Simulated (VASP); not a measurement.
The system is KF.

```
K F
1.0
     3.17887    0.00000    0.00000
     0.00000    3.17887    0.00000
     0.00000    0.00000    3.31715
K F
1 1
Direct
  0.00000 0.00000 0.00000
  0.50000 0.50000 0.50000
```

This cell differs from its parent crystal: uniaxial z strain +4.3%.

Base run:

- Program: VASP 6.6.1
- Functional: r2SCAN
- Potentials or basis: VASP PAW PBE potentials, release 64 (K_sv, F)
- Cutoff: 520 eV
- k mesh: 8 × 8 × 8
- Occupations: gaussian, width 0.01 eV
- Spin: no spin polarisation

Its results: band gap on the k mesh 7.32 eV, indirect (least direct gap 7.37 eV); pressure -1.6 GPa.

Question: The run is repeated on the same cell with these changes: functional from r2SCAN to PBE; occupations from gaussian, width 0.01 eV to fermi-dirac, width 0.02 eV. What comes out?

Answer: Band gap on the k mesh 6.42 eV, indirect (least direct gap 6.46 eV); pressure 1.2 GPa.

Caveats: the PAW data sets were made with another functional, which shifts forces and pressure a little (some runs).

A k mesh can miss the band edges.
